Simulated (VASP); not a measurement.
The system is BAs.

```
CELL_PARAMETERS angstrom
0.00000 2.39187 2.46362
2.39187 0.00000 2.46362
2.39187 2.39187 0.00000
ATOMIC_POSITIONS crystal
B 0.00000 0.00000 0.00000
As 0.25000 0.25000 0.25000
```

This cell differs from its parent crystal: uniaxial z strain +3.0%.

Base run:

* Program: VASP 6.6.1
* Functional: PBE
* Potentials or basis: VASP PAW PBE potentials, release 64 (B, As)
* Cutoff: 520 eV
* k mesh: 10 × 10 × 10
* Occupations: fermi-dirac, width 0.02 eV
* Spin: no spin polarisation

Its results: band gap on the k mesh 0.99 eV, indirect (least direct gap 3.08 eV); pressure -1.2 GPa.

Q: The run is repeated on the same cell with these changes: functional from PBE to r2SCAN; occupations from fermi-dirac, width 0.02 eV to gaussian, width 0.01 eV. What comes out?

A: Band gap on the k mesh 1.17 eV, indirect (least direct gap 3.24 eV); pressure -3.7 GPa.

Caveats: the PAW data sets were made with another functional, which shifts forces and pressure a little (some runs).

A k mesh can miss the band edges.
